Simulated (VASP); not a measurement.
InSb, 4 atoms in the cell. The structure is orthorhombic, space group Pmmn (No. 59). Conventional cell: a = 5.392 Å, b = 5.750 Å, c = 3.083 Å, α = 90.00°, β = 90.00°, γ = 90.00°. In (site symmetry mm2) has 4 Sb at 2.74 to 2.92 Å and 2 In at 3.08 Å within 3.6 Å. Sb (site symmetry mm2) has 4 In at 2.74 to 2.92 Å and 2 Sb at 3.08 Å within 3.6 Å.  This cell differs from its parent crystal: volume scaled by 1.02.

```yaml
Program: VASP 6.6.1
Task: single point
Functional: PBE
Potentials_or_basis: VASP PAW PBE potentials, release 64 (In_d, Sb)
Cutoff: 520 eV
k_mesh: 6 × 6 × 11
Occupations: fermi-dirac, width 0.08 eV
Spin: no spin polarisation
Dipole_correction: no
Further_INCAR_settings: ALGO = Normal; EDIFF = 1e-06; NBANDS = 26
```

Potentials or basis: VASP PAW PBE potentials, release 64 (In_d, Sb).

Run with:

```console
$ cat potpaw_PBE.64/In_d/POTCAR potpaw_PBE.64/Sb/POTCAR > POTCAR
$ mpirun -np 1 vasp_std > vasp.out
```

Hardware: 1 thread of Intel(R) Xeon(R) 6975P-C (Granite Rapids), on a shared host.

Estimate the wall time of this run.

Run time: 77 s on 1 thread of Intel(R) Xeon(R) 6975P-C (Granite Rapids), on a shared host, peak memory 0.35 GiB. Counts: scf iterations 12, k points 96.
